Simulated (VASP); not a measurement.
# Mg (P6_3/mmc) in VASP: further runs, part 2 of 3

VASP 6.6.1.

**3. Single point, revPBE+D3(BJ)**

This run uses another cell than the first one, of 21.27 Å³/atom, 1.033 times its volume.

File INCAR:

```
SYSTEM = Mg
PREC = Accurate ; ENCUT = 520
EDIFF = 1E-6 ; ISMEAR = -1
SIGMA = 0.05 ; LREAL = .FALSE.
LASPH = .TRUE. ; NELM = 60
ALGO = Normal ; ISIF = 2
LWAVE = .FALSE. ; LCHARG = .FALSE.
GGA = RE ; IVDW = 12
NBANDS = 9
```

File KPOINTS:

```
regular mesh
0
G
  10 10 5
  0 0 0
```

File POSCAR:

```
Mg
1.0
    3.0883298208      0.0000000000      0.0000000000
   -1.5441649104      2.6745720801      0.0000000000
    0.0000000000      0.0000000000      5.1493198772
Mg
2
Direct
    0.6666666667      0.3333333333      0.7500000000
    0.3333333333      0.6666666667      0.2500000000
```

Potentials or basis: VASP PAW PBE potentials, release 64 (Mg).

On the command line:

```console
> cat potpaw_PBE.64/Mg/POTCAR > POTCAR
> mpirun -np 1 vasp_std > vasp.out
```

OUTCAR:

```text
SYSTEM = Mg
   PREC = Accurate
   ENCUT = 520
   EDIFF = 1E-6
   ISMEAR = -1
   LREAL = .FALSE.
   LASPH = .TRUE.
   NELM = 60
   ISIF = 2
   GGA = RE
   IVDW = 12
 IVDW          = 12

 ion  position               nearest neighbor table
   1  0.667  0.333  0.750-   2 3.13   2 3.13   2 3.13   2 3.13   2 3.13   2 3.13
   2  0.333  0.667  0.250-   1 3.13   1 3.13   1 3.13   1 3.13   1 3.13   1 3.13

  LATTYP: Found a hexagonal cell.
 ALAT       =     3.0883298208
 C/A-ratio  =     1.6673477821

  Lattice vectors:

 A1 = (   3.0883298208,   0.0000000000,   0.0000000000)
 A2 = (  -1.5441649104,   2.6745720801,   0.0000000000)
 A3 = (   0.0000000000,   0.0000000000,   5.1493198772)

Analysis of symmetry for initial positions (statically):
=====================================================================
 Subroutine PRICEL returns:
 Original cell was already a primitive cell.

 Routine SETGRP: Setting up the symmetry group for a
 hexagonal supercell.

 Subroutine GETGRP returns: Found 24 space group operations
 (whereof 12 operations were pure point group operations)
 out of a pool of 24 trial point group operations.

The static configuration has the point symmetry D_3d.
 The point group associated with its full space group is D_6h.

Analysis of symmetry for dynamics (positions and initial velocities):
=====================================================================
 Subroutine PRICEL returns:
 Original cell was already a primitive cell.

 Routine SETGRP: Setting up the symmetry group for a
 hexagonal supercell.

 Subroutine GETGRP returns: Found 24 space group operations
 (whereof 12 operations were pure point group operations)
 out of a pool of 24 trial point group operations.

The dynamic configuration has the point symmetry D_3d.
 The point group associated with its full space group is D_6h.

 Subroutine INISYM returns: Found 24 space group operations
 (whereof 12 operations are pure point group operations),
 and found     1 'primitive' translations

----------------------------------------------------------------------------------------

                                     Primitive cell

  volume of cell :      42.5332

  direct lattice vectors                    reciprocal lattice vectors
     3.088329821  0.000000000  0.000000000     0.323799613  0.186945794  0.000000000
    -1.544164910  2.674572080  0.000000000     0.000000000  0.373891587  0.000000000
     0.000000000  0.000000000  5.149319877     0.000000000  0.000000000  0.194200404

  length of vectors
     3.088329821  3.088329821  5.149319877     0.373891587  0.373891587  0.194200404

  position of ions in fractional coordinates (direct lattice)
     0.666666667  0.333333333  0.750000000
     0.333333333  0.666666667  0.250000000

  ion indices of the primitive-cell ions
   primitive index   ion index
                 1           1
                 2           2

----------------------------------------------------------------------------------------

 KPOINTS: regular mesh

Automatic generation of k-mesh.
 Grid dimensions read from file:
 generate k-points for:   10   10    5

 Generating k-lattice:

  Cartesian coordinates                     Fractional coordinates (reciprocal lattice)
     0.032379961  0.018694579  0.000000000     0.100000000 -0.000000000  0.000000000
[... 39 lines left out ...]
  0.400000  0.100000  0.200000     24.000000
 [... further k-points ...]
   k-points           NKPTS =     42   k-points in BZ     NKDIM =     42   number of bands    NBANDS=      9
   number of dos      NEDOS =    301   number of ions     NIONS =      2
   total plane-waves  NPLWV =  23040
   dimension x,y,z NGX =    24 NGY =   24 NGZ =   40
   dimension x,y,z NGXF=    48 NGYF=   48 NGZF=   80
   ions per type =               2
   NGX,Y,Z   is equivalent  to a cutoff of  12.92, 12.92, 12.91 a.u.
   NGXF,Y,Z  is equivalent  to a cutoff of  25.84, 25.84, 25.83 a.u.
 SYSTEM =  Mg
   PREC   = accura    normal or accurate (medium, high low for compatibility)
   ISTART =      0    job   : 0-new  1-cont  2-samecut
   ICHARG =      2    charge: 1-file 2-atom 10-const
   ISPIN  =      1    spin polarized calculation?
   LNONCOLLINEAR =      F non collinear calculations
   LSORBIT =      F    spin-orbit coupling
   LASPH  =      T    aspherical Exc in radial PAW
   ENCUT  =  520.0 eV  38.22 Ry    6.18 a.u.   5.74  5.74  9.57*2*pi/ulx,y,z
   NELM   =     60;   NELMIN=  2; NELMDL= -5     # of ELM steps
   EDIFF  = 0.1E-05   stopping-criterion for ELM
   LREAL  =      F    real-space projection
   EDIFFG = 0.1E-04   stopping-criterion for IOM
   NSW    =      0    number of steps for IOM
   IBRION =     -1    ionic relax: 0-MD 1-quasi-New 2-CG
   NFREE  =      0    steps in history (QN), initial steepest desc. (CG)
   ISIF   =      2    stress and relaxation
   ISYM   =      2    0-nonsym 1-usesym 2-fastsym
   POTIM  = 0.5000    time-step for ionic-motion
   TEBEG  =    0.0;   TEEND  =   0.0 temperature during run
   PSTRESS=    0.0 pullay stress
   NELECT =       4.0000    total number of electrons
   NUPDOWN=      -1.0000    fix difference up-down
   EMIN   =  10.00;   EMAX   =-10.00  energy-range for DOS
   EFERMI =   0.00;   METHOD = LEGACY
   ISMEAR =    -1;   SIGMA  =   0.05  broadening in eV -4-tet -1-fermi 0-gaus
   EFERMI_NEDOS =   21; number of points for ismear=-14 and -15
   IALGO  =     38    algorithm
   IMIX   =      4    mixing-type and parameters
     AMIX     =   0.40;   BMIX     =  1.00
     AMIX_MAG =   1.60;   BMIX_MAG =  1.00
  volume/ion in A,a.u.               =      21.27       143.51
  Fermi-wavevector in a.u.,A,eV,Ry     =   0.744479  1.406861  7.541007  0.554248
  Thomas-Fermi vector in A             =   1.839840
   LORBIT       =      0    0 simple, 1 ext, 2 COOP (PROOUT), +10 PAW based schemes
   GGA     = RE    functional components
   LHFCALC =     F    Hartree Fock is set to
   AEXX    =    0.0000 exact exchange contribution
   IVDW    =    12    specifies the selected vdW correction
   LEPSILON=     F    determine dielectric tensor
   LRPA    =     F    only Hartree local field effects (RPA)
 non-spin polarized calculation
  energy-cutoff  :      520.00
  volume of cell :       42.53
 maximum number of plane-waves:      1159
 NGX is ok and might be reduce to    24
   NGX = 11   NGY = 11   NGZ = 19

 number of electron       4.0000000 magnetization

 Free energy of the ion-electron system (eV)
  ---------------------------------------------------
  ext. energy  EPLUGINS =         0.00000000
  ---------------------------------------------------
  free energy    TOTEN  =        -2.66582218 eV

  energy without entropy =       -2.65828120  energy(sigma->0) =       -2.66205169

 E-fermi :   3.1916     XC(G=0):  -8.6463

 val. band max:        3.1587900059   @ k =   0.5000   0.0000   0.4000
 cond. band min:       3.2257573549   @ k =   0.4000   0.1000   0.4000
 fundamental gap:      0.0669673490
 Fermi energy:         3.1915509345

 k-point     1 :       0.0000    0.0000    0.0000
  band No.  band energies     occupation
      1      -4.1321      2.00000
      2       1.1586      2.00000
      3       1.6715      2.00000
      4      14.8340      0.00000
      5      14.8340      0.00000
      6      15.2006      0.00000
      7      15.2006      0.00000
      8      15.2023      0.00000
      9      17.6257      0.00000
[... 265 lines left out ...]
 k-point    24 :       0.4000    0.1000    0.2000
  band No.  band energies     occupation
      1       0.3989      2.00000
      2       2.3003      2.00000
      3       3.7529      0.00003
      4       5.5783      0.00000
      5       7.5443      0.00000
      6       8.7144      0.00000
      7      10.3691      0.00000
      8      11.7056      0.00000
      9      14.5920      0.00000

 [... further k-points ...]

------------------------ aborting loop because EDIFF is reached ----------------------------------------

 Edisp (eV)   -1.17048

 E8    (eV) :    -0.8215

  FORCE on cell =-STRESS in cart. coord.  units (eV):
  Direction    XX          YY          ZZ          XY          YZ          ZX
  --------------------------------------------------------------------------------------
  -------------------------------------------------------------------------------------
  Total      -0.03545    -0.03545    -0.03997     0.00000     0.00000     0.00000
  in kB      -1.33539    -1.33539    -1.50569     0.00000     0.00000     0.00000
  external pressure =       -1.39 kB  Pullay stress =        0.00 kB

 VOLUME and BASIS-vectors are now :
 -----------------------------------------------------------------------------
  energy-cutoff  :      520.00
  volume of cell :       42.53
      direct lattice vectors                 reciprocal lattice vectors
     3.088329821  0.000000000  0.000000000     0.323799613  0.186945794  0.000000000
    -1.544164910  2.674572080  0.000000000     0.000000000  0.373891587  0.000000000
     0.000000000  0.000000000  5.149319877     0.000000000  0.000000000  0.194200404

 POSITION                                       TOTAL-FORCE (eV/Angst)
 -----------------------------------------------------------------------------------
      1.54416      0.89152      3.86199        -0.000000      0.000000      0.000000
     -0.00000      1.78305      1.28733         0.000000     -0.000000      0.000000
 -----------------------------------------------------------------------------------
    total drift:                                0.000000     -0.000000      0.000000

  FREE ENERGIE OF THE ION-ELECTRON SYSTEM (eV)
  ---------------------------------------------------
  free  energy   TOTEN  =        -3.8362988422 eV

  energy  without entropy=       -3.8287578572  energy(sigma->0) =       -3.83252835
```

Run time: 4.9 s. Hardware: 1 thread of Intel Xeon 6975P-C (Granite Rapids), shared host; peak memory 0.17 GiB.

What came out:

| Item | Value |
| --- | --- |
| Free energy | -3.8363 eV |
| Pressure | -0.1 GPa |
| Band gap on the k mesh | zero (band 2 reaches 3.66 eV, above the bottom of band 3 at 1.67 eV) |
| Dispersion energy per atom | -0.585 eV |

Caveat: the PAW data sets were made with another functional, which shifts forces and pressure a little; pairwise dispersion overbinds metals, which lowers pressure and volume.

**4. Single point, BLYP+D4**

This run uses another cell than the first one, of 23.22 Å³/atom, 1.128 times its volume.

File INCAR:

```
PREC     = Accurate       # precision mode
ENCUT    = 520            # plane-wave cutoff, eV
EDIFF    = 1E-6           # SCF threshold, eV
ISMEAR   = -1             # smearing method
SIGMA    = 0.05           # smearing width, eV
LREAL    = False          # projectors in reciprocal space
LASPH    = True           # aspherical terms in the spheres
NELM     = 80             # most SCF steps
ALGO     = Normal         # electronic algorithm
ISIF     = 2              # what is computed and relaxed
LWAVE    = False          # write WAVECAR
LCHARG   = False          # write CHGCAR
GGA      = B5             # functional
ALDAX    = 1.0          
AGGAX    = 1.0          
AGGAC    = 1.0          
ALDAC    = 0.0          
IVDW     = 13             # dispersion correction
VDW_S6   = 1.0          
VDW_S8   = 2.34076671   
VDW_A1   = 0.44488865   
VDW_A2   = 4.0933009    
NBANDS   = 9              # bands
```

File KPOINTS:

```
Automatic mesh
0
Gamma
  10 10 5
```

File POSCAR:

```
Mg
1.0
    3.1617301655      0.0000000000      0.0000000000
   -1.5808650828      2.7381386433      0.0000000000
    0.0000000000      0.0000000000      5.3647993659
Mg
2
Direct
    0.6666666667      0.3333333333      0.7500000000
    0.3333333333      0.6666666667      0.2500000000
```

On the command line:

```console
> cat potpaw_PBE.64/Mg/POTCAR > POTCAR
> mpirun -np 1 vasp_std > vasp.out
```

It took 9.8 s on 1 thread of Intel Xeon 6975P-C (Granite Rapids), shared host; peak memory 0.16 GiB.

Results (log left out):

| Quantity | Value |
| --- | --- |
| Free energy | -2.1003 eV |
| Pressure | -0.1 GPa |
| Band gap on the k mesh | zero (band 2 reaches 3.55 eV, above the bottom of band 3 at 1.28 eV) |
| Dispersion energy per atom | -0.303 eV |

Levels at points of the mesh, in eV from the Fermi level:
```
           k point  band 1  band 2  band 3  band 4  band 5
(0.00, 0.00, 0.00)   -6.93   -1.84   -1.79   11.27   11.27
(0.50, 0.00, 0.00)   -2.06   -2.01    2.57    2.84    3.02
```

Caveat: the PAW data sets were made with another functional, which shifts forces and pressure a little; pairwise dispersion overbinds metals, which lowers pressure and volume.

(Continued in part 3 of 3.)
